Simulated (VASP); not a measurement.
## Al2Cu: single point with PBEsol

Crystal: Al2Cu.

```xyz
3
Lattice="-2.0246 2.0246 2.8630 2.0246 -2.0246 2.8630 2.0246 2.0246 -2.8630" Properties=species:S:1:pos:R:3 pbc="T T T"
Al    0.0500    2.0246    1.4315
Al    1.9746    0.0000    1.4315
Cu    0.0000    0.0000    2.8630
```

This cell differs from its parent crystal: mode 7 (289.8 1/cm) frozen in, largest displacement +0.050 Å.

```yaml
Program: VASP 6.6.1
Task: single point
Functional: PBEsol
Potentials_or_basis: VASP PAW PBE potentials, release 64 (Al, Cu)
Cutoff: 520 eV
k_mesh: 16 × 16 × 16
Occupations: gaussian, width 0.15 eV
Spin: no spin polarisation
```

```json
{
  "Pressure": "0.6 GPa",
  "Largest force": "0.418 eV/Å"
}
```

Forces in eV/Å, atoms in the order of the input:
```
Al  -0.418  0.000  0.022
Al   0.418  0.000 -0.022
Cu   0.000  0.000  0.000
```

Stress tensor (GPa, compression positive):
```
 0.70  0.00 -1.74
 0.00  0.62  0.00
-1.74  0.00  0.42
```

Levels at points of the mesh, in eV from the Fermi level:
| k point | band 7 | band 8 | band 9 | band 10 | band 11 | band 12 |
| --- | --- | --- | --- | --- | --- | --- |
| (0.00, 0.00, 0.00) | 2.75 | 2.90 | 2.95 | 2.96 | 2.99 | 3.04 |
| (0.50, 0.00, 0.00) | -3.96 | 0.44 | 0.80 | 2.79 | 3.12 | 3.85 |
| (0.00, 0.50, 0.00) | -3.94 | 0.57 | 0.78 | 2.78 | 2.97 | 3.89 |
| (0.50, 0.00, 0.50) | -4.00 | 0.45 | 0.67 | 2.94 | 3.13 | 3.84 |
| (0.50, 0.50, 0.00) | -3.77 | -2.01 | -1.98 | 0.40 | 1.50 | 9.06 |
| (0.50, 0.50, 0.50) | -3.77 | -2.00 | -1.98 | 0.39 | 1.49 | 9.06 |

Run time: 15 min on 1 thread of Oxide Virtual Turin-like Processor, with other jobs on the host, peak memory 0.8 GiB.

Caveat: the cell differs from its parent crystal (mode 7 (289.8 1/cm) frozen in, largest displacement +0.050 Å); the PAW data sets were made with another functional, which shifts forces and pressure a little.
